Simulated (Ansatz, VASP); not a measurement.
Two plane-wave programs on PtAu2Se4

```
Pt Se Au
1.0
     5.92593    0.00000    0.00000
    -2.96296    5.13200    0.00000
     0.00000    0.00000    5.98546
Pt Se Au
1 4 2
Direct
  0.33333 0.66667 0.00000
  0.18729 0.81271 0.50000
  0.18729 0.37457 0.50000
  0.62543 0.81271 0.50000
  0.66667 0.33333 0.50000
  0.00000 0.00000 0.78932
  0.00000 0.00000 0.21068
```

Alike in both runs: functional PBE; k mesh 3 × 3 × 2; occupations gaussian, width 0.15 eV; no spin polarisation.

Ansatz relaxed the structure, and its values are those at the end. VASP's run is a single point on that final structure, the one shown.

|  | VASP | Ansatz |
| --- | --- | --- |
| version | VASP 6.6.1 | Ansatz 0.2.0 |
| potentials or method | VASP PAW PBE potentials, release 64 (Pt, Se, Au), cutoff 520 eV | scalar-relativistic, plane waves, PAW |
| valence electrons in the cell | 56 | 120 |

```csv
,VASP,Ansatz,Ansatz less VASP
gap on the k mesh at the Fermi level (eV),none,none,-
pressure (GPa),0.1,0.1,+0.02
rms of the force components (eV/Å),0.001,0.004,+0.0036
```

A gap of «none» marks a metal or a gap that the smearing closes. The functional is the same, so the differences come from potentials, cutoffs and numerics. VASP's potentials hold 56 valence electrons a cell and Ansatz's 120, so a difference there can come from the potentials and not from the codes.

The k mesh is coarse, so the values compare programs but aren't converged. Neither program's run includes spin-orbit coupling.
